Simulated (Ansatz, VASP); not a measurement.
## Two plane-wave programs on TaN

The input INCAR:

```
SYSTEM = TaN
PREC = Accurate
ENCUT = 520
EDIFF = 1E-6
ISMEAR = 0
SIGMA = 0.15
LREAL = .False.
LASPH = .True.
NELM = 80
ALGO = Normal
ISIF = 2
LWAVE = .False.
LCHARG = .True.
GGA = PE
LELF = .True.
LVHAR = .True.
NBANDS = 24
```

File KPOINTS:

```
regular mesh
0
Gamma
  15 15 8
  0 0 0
```

The input POSCAR:

```
TaN
1.0
    2.9168996769      0.0000000000      0.0000000000
   -1.4584498385      2.5261092205      0.0000000000
    0.0000000000      0.0000000000      5.9142266377
Ta N
2 2
Direct
   -0.0369347728     -0.0395865702      0.0000000000
    0.0369347728      0.0395865702      0.5000000000
    0.3333333333      0.6666666667      0.2500000000
    0.6666666667      0.3333333333      0.7500000000
```

Input for Ansatz:

```yaml
crystal:
  lattice:
    - [2.9168996769, 0.0, 0.0]
    - [-1.4584498385, 2.5261092205, 0.0]
    - [0.0, 0.0, 5.9142266377]
  atoms:
    - { symbol: Ta, position: [-0.0369347728, -0.0395865702, 0.0] }
    - { symbol: Ta, position: [0.0369347728, 0.0395865702, 0.5] }
    - { symbol: "N", position: [0.3333333333, 0.6666666667, 0.25] }
    - { symbol: "N", position: [0.6666666667, 0.3333333333, 0.75] }
basis:
  ecutwfc: 520.0
kpoints:
  mp_grid: { grid: [15, 15, 8] }
hamiltonian:
  xc: pbe
  pseudopotentials: { kind: paw, azcp: { folder: soft_1 } }
scf:
  occupations: { method: gaussian, width: 0.15 }
output:
  forces: true
  stress: true
  eigenvalues: true
```

Change from the starting cell: mode 4 frozen in at -0.050 Å and mode 5 at -0.100 Å (largest displacements).

Alike in both runs: task single point; functional PBE; k mesh 15 × 15 × 8; occupations gaussian, width 0.15 eV; no spin polarisation.

```csv
,VASP,Ansatz
version,VASP 6.6.1,Ansatz 0.2.0
potentials or method,"VASP PAW PBE potentials, release 64 (Ta_pv, N), cutoff 520 eV","scalar-relativistic, plane waves, PAW"
valence electrons in the cell,32,36
```

VASP gave:

```
gap on the k mesh at the Fermi level (eV)                     : none
pressure (GPa)                                                : 2.7
traceless stress, the component that is largest in VASP (GPa) : 1.12
rms of the force components (eV/Å)                            : 0.596
```

Problem. What did Ansatz give for the same quantities?

Solution. gap on the k mesh at the Fermi level (eV): none; pressure (GPa): 1.9; traceless stress, the component that is largest in VASP (GPa): 1.03; rms of the force components (eV/Å): 0.593.

Atom by atom the forces differ by 0.003 eV/Å (rms over components). A gap of «none» marks a metal or a gap that the smearing closes. VASP's potentials hold 32 valence electrons a cell and Ansatz's 36, so a difference there can come from the potentials and not from the codes.

Neither program's run includes spin-orbit coupling.
